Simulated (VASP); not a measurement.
Input of a VASP 6.6.1 run:

Contents of INCAR:

```
SYSTEM = Cd
PREC = Accurate
ENCUT = 470
EDIFF = 1E-8
ISMEAR = -1
SIGMA = 0.05
LREAL = .FALSE.
LASPH = .TRUE.
NELM = 120
ALGO = Normal
ISIF = 2
LWAVE = .FALSE.
LCHARG = .FALSE.
GGA = CA
LEFG = .TRUE.
NBANDS = 27
GGA_COMPAT = .FALSE.
```

Contents of KPOINTS:

```
regular mesh
0
G
  14 14 7
  0 0 0
```

Contents of POSCAR:

```
Cd
1.0
    2.9788725081      0.0000000000      0.0000000000
   -1.4894362540      2.5797792666      0.0000000000
    0.0000000000      0.0000000000      5.6176500000
Cd
2
Direct
    0.3333333333      0.6666666667      0.2500000000
    0.6666666667      0.3333333333      0.7500000000
```

Potentials or basis: VASP PAW LDA potentials, release 64 (Cd_sv_GW).

Command:

```sh
$ cat potpaw_LDA.64/Cd_sv_GW/POTCAR > POTCAR
$ mpirun -np 1 vasp_std > vasp.out
```

What does it give for the pressure?

-7.2 GPa.

Predict the band gap on the k mesh.

zero (bands 20 and 21 overlap by 4.32 eV).

Stress tensor (GPa, compression positive):
```
-7.48  0.00  0.00
 0.00 -7.48  0.00
 0.00  0.00 -6.50
```

Caveat: the cell stands under tension; without QUAD_EFG the Cq values of the log hold for a quadrupole moment of 1 mb, not for the nuclei.
